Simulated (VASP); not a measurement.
Write the native input for VASP 6.6.1 that does the following.

* Task: single point
* Functional: PBE
* Potentials or basis: VASP PAW PBE potentials, release 64 (La, Sc_sv, F)
* Cutoff: 520 eV
* k mesh: 4 × 4 × 4
* Occupations: gaussian, width 0.1 eV
* Spin: no spin polarisation
* Dipole correction: no
* Further INCAR settings: ALGO = Normal; EDIFF = 1e-07; NBANDS = 46

The structure of La3Sc3F lies in POSCAR:

```
La3Sc3F
1.0
    5.5226425700      0.0000000000      0.0000000000
    0.0000000000      5.5226425700      0.0000000000
    0.0000000000      0.0000000000      5.5226425700
La Sc F
3 3 1
Direct
    0.0000000000      0.5000000000      0.0000000000
    0.5000000000      0.0000000000      0.0000000000
    0.0000000000      0.0000000000      0.5000000000
    0.0000000000      0.5000000000      0.5000000000
    0.5000000000      0.5000000000      0.0000000000
    0.5000000000      0.0000000000      0.5000000000
    0.5000000000      0.5000000000      0.5000000000
```

The input as run:

INCAR

```
SYSTEM = La3Sc3F
PREC = Accurate
ENCUT = 520
EDIFF = 1E-7
ISMEAR = 0
SIGMA = 0.1
LREAL = .False.
LASPH = .True.
NELM = 100
ALGO = Normal
ISIF = 2
LWAVE = .False.
LCHARG = .False.
GGA = PE
NBANDS = 46
```

KPOINTS

```
regular mesh
0
Gamma
  4 4 4
  0 0 0
```

Potentials or basis: VASP PAW PBE potentials, release 64 (La, Sc_sv, F).

Run with:

```bash
$ cat potpaw_PBE.64/La/POTCAR potpaw_PBE.64/Sc_sv/POTCAR potpaw_PBE.64/F/POTCAR > POTCAR
$ mpirun -np 1 vasp_std > vasp.out
```

It gave:

```json
{
  "Pressure": "8.2 GPa"
}
```

Caveat: an odd number of electrons without spin polarisation forces a metal; a magnetic or distorted state may lie lower.

It took 80 s on 1 thread of AMD EPYC 9R45 96-Core Processor (Zen 5) (shared host), peak memory 0.27 GiB.
